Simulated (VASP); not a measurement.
# PtSe2 in VASP: notebook, part 2 of 2

VASP 6.6.1.

## 3. Single point, PBE+D3(BJ) (layers slid over each other)

INCAR reads:

```
ALGO = Normal
DIPOL = 0.5 0.5 0.395
EDIFF = 1E-7
ENCUT = 520
GGA = PE
IDIPOL = 3
ISIF = 2
ISMEAR = 0
IVDW = 12
LASPH = T
LCHARG = T
LDIPOL = T
LELF = T
LREAL = F
LVACPOTAV = T
LVHAR = T
LWAVE = F
NBANDS = 31
NELM = 60
PREC = Accurate
SIGMA = 0.05
```

KPOINTS reads:

```
k-points
0
Gamma
  9 9 1
```

POSCAR reads:

```
PtSe2
1.0
    3.7070357730      0.0000000000      0.0000000000
   -1.8535178865      3.2103871521      0.0000000000
    0.0000000000      0.0000000000     22.7981619012
Se Pt
4 2
Direct
    0.6666666667      0.3333333333      0.1973843339
    0.3333333333      0.6666666667      0.3135814625
    0.3333333333      0.8333333333      0.4763138799
    0.0000000000      1.1666666667      0.5925110086
    0.0000000000      0.0000000000      0.2554828982
   -0.3333333333      0.5000000000      0.5344124442
```

Potentials or basis: VASP PAW PBE potentials, release 64 (Se, Pt).

The run is started by

```sh
cat potpaw_PBE.64/Se/POTCAR potpaw_PBE.64/Pt/POTCAR > POTCAR
mpirun -np 1 vasp_std > vasp.out
```

Wall time 5.8 min (1 thread of AMD EPYC 9R45 (Zen 5), shared host); peak memory 0.54 GiB.

It converged, with:

| Item | Value |
| --- | --- |
| Free energy | -30.5879 eV |
| Largest force | 0.044 eV/Å |
| Band gap on the k mesh | 0.98 eV (least direct gap 1.15 eV) |
| Dispersion energy per atom | -0.338 eV |

Forces in eV/Å, atoms in the order of the input:
```
Se   0.006 -0.012  0.001
Se   0.009 -0.018  0.039
Se  -0.009  0.018 -0.039
Se  -0.006  0.012 -0.001
Pt  -0.005  0.013  0.042
Pt   0.005 -0.013 -0.042
```

Levels at points of the mesh, in eV from the valence-band top:
| k point | band 19 | band 20 | band 21 | band 22 | band 23 | band 24 | band 25 | band 26 |
| --- | --- | --- | --- | --- | --- | --- | --- | --- |
| (0.00, 0.00, 0.00) | -0.26 | -0.25 | -0.23 | -0.22 | 2.69 | 2.70 | 2.74 | 2.76 |

Caveat: the cell differs from its parent crystal (layers slid over each other); spin-orbit coupling is left out, which moves the levels of the heavy elements.

## 4. Single point, PBE+D3(BJ) (layers slid over each other)

INCAR reads:

```
SYSTEM = PtSe2
  PREC = Accurate
  ENCUT = 520
  EDIFF = 1E-7
  ISMEAR = 0
  SIGMA = 0.05
  LREAL = .False.
  LASPH = .True.
  NELM = 80
  ALGO = Normal
  ISIF = 2
  LWAVE = .False.
  LCHARG = .False.
  LDIPOL = .True.
  IDIPOL = 3
  DIPOL = 0.5 0.5 0.395
  GGA = PE
  IVDW = 12
  NBANDS = 31
```

KPOINTS reads:

```
regular mesh
0
Gamma
  9 9 1
  0 0 0
```

POSCAR reads:

```
PtSe2
1.0
    3.7070357730      0.0000000000      0.0000000000
   -1.8535178865      3.2103871521      0.0000000000
    0.0000000000      0.0000000000     22.7981619012
Se Pt
4 2
Direct
    0.6666666667      0.3333333333      0.1973843339
    0.3333333333      0.6666666667      0.3135814625
    0.5000000000      1.3333333333      0.4763138799
    0.1666666667      1.6666666667      0.5925110086
    0.0000000000      0.0000000000      0.2554828982
   -0.1666666667      1.0000000000      0.5344124442
```

Potentials or basis: VASP PAW PBE potentials, release 64 (Se, Pt).

The run is started by

```sh
cat potpaw_PBE.64/Se/POTCAR potpaw_PBE.64/Pt/POTCAR > POTCAR
mpirun -np 1 vasp_std > vasp.out
```

OUTCAR:

```text
SYSTEM = PtSe2
   PREC = Accurate
   ENCUT = 520
   EDIFF = 1E-7
   ISMEAR = 0
   LREAL = .False.
   LASPH = .True.
   NELM = 80
   ISIF = 2
   GGA = PE
   IVDW = 12
 IVDW          = 12

 ion  position               nearest neighbor table
   1  0.667  0.333  0.197-   5 2.52   5 2.52   5 2.52
   2  0.333  0.667  0.314-   5 2.52   5 2.52   5 2.52
   3  0.500  0.333  0.476-   6 2.52   6 2.52   6 2.52
   4  0.167  0.667  0.593-   6 2.52   6 2.52   6 2.52
   5  0.000  0.000  0.255-   2 2.52   1 2.52   2 2.52   1 2.52   2 2.52   1 2.52
   6  0.833  0.000  0.534-   3 2.52   3 2.52   3 2.52   4 2.52   4 2.52   4 2.52

[... 1035 lines left out ...]
  Total      -0.16092    -0.16983    -0.74895    -0.03064    -0.02864     0.03935
  in kB      -0.95025    -1.00289    -4.42262    -0.18094    -0.16914     0.23237
  external pressure =       -2.13 kB  Pullay stress =        0.00 kB

 VOLUME and BASIS-vectors are now :
 -----------------------------------------------------------------------------
  energy-cutoff  :      520.00
  volume of cell :      271.32
      direct lattice vectors                 reciprocal lattice vectors
     3.707035773  0.000000000  0.000000000     0.269757310  0.155744456  0.000000000
    -1.853517886  3.210387152  0.000000000     0.000000000  0.311488912  0.000000000
     0.000000000  0.000000000 22.798161901     0.000000000  0.000000000  0.043863185

 POSITION                                       TOTAL-FORCE (eV/Angst)
 -----------------------------------------------------------------------------------
      1.85352      1.07013      4.50000        -0.006714      0.003326     -0.001556
     -0.00000      2.14026      7.14908        -0.011218      0.004474      0.076254
      1.23568      1.07013     10.85908         0.011218     -0.004474     -0.076254
     -0.61784      2.14026     13.50816         0.006714     -0.003326      0.001556
      0.00000      0.00000      5.82454         0.010236     -0.002793      0.067521
      3.08920      0.00000     12.18362        -0.010236      0.002793     -0.067521
 -----------------------------------------------------------------------------------
    total drift:                               -0.000008      0.000001     -0.000009

  FREE ENERGIE OF THE ION-ELECTRON SYSTEM (eV)
  ---------------------------------------------------
  free  energy   TOTEN  =       -30.6067065439 eV

  energy  without entropy=      -30.6067065439  energy(sigma->0) =      -30.60670654

 vacuum level on the upper side and lower side of the slab         4.906         4.906
```

Wall time 5.4 min (1 thread of AMD EPYC 9R45 (Zen 5), shared host); peak memory 0.53 GiB.

What came out:

| Quantity | Value |
| --- | --- |
| Free energy | -30.6067 eV |
| Largest force | 0.077 eV/Å |
| Band gap on the k mesh | 1.06 eV (least direct gap 1.22 eV) |
| Dispersion energy per atom | -0.338 eV |

Forces in eV/Å, atoms in the order of the input:
```
Se  -0.007  0.003 -0.002
Se  -0.011  0.004  0.076
Se   0.011 -0.004 -0.076
Se   0.007 -0.003  0.002
Pt   0.010 -0.003  0.068
Pt  -0.010  0.003 -0.068
```

Caveat: the cell differs from its parent crystal (layers slid over each other); spin-orbit coupling is left out, which moves the levels of the heavy elements.

## 5. Summary

| cell | gap on the mesh (eV) | largest force (eV/Å) |
| --- | --- | --- |
| as given, atomic positions A | 1.03 | 0.07 |
| as given, atomic positions B | 0.98 | 0.04 |
| as given, atomic positions C | 1.06 | 0.08 |

Alike in all rows: task single point; level PBE+D3(BJ); potentials or basis VASP PAW PBE potentials, release 64 (Se, Pt); no spin polarisation; k mesh 9 × 9 × 1; cutoff (eV) 520; smearing gaussian 0.05 eV.

Caveats: spin-orbit coupling is left out, which moves the levels of the heavy elements.

Absolute energies hang on the potentials; compare differences alone.
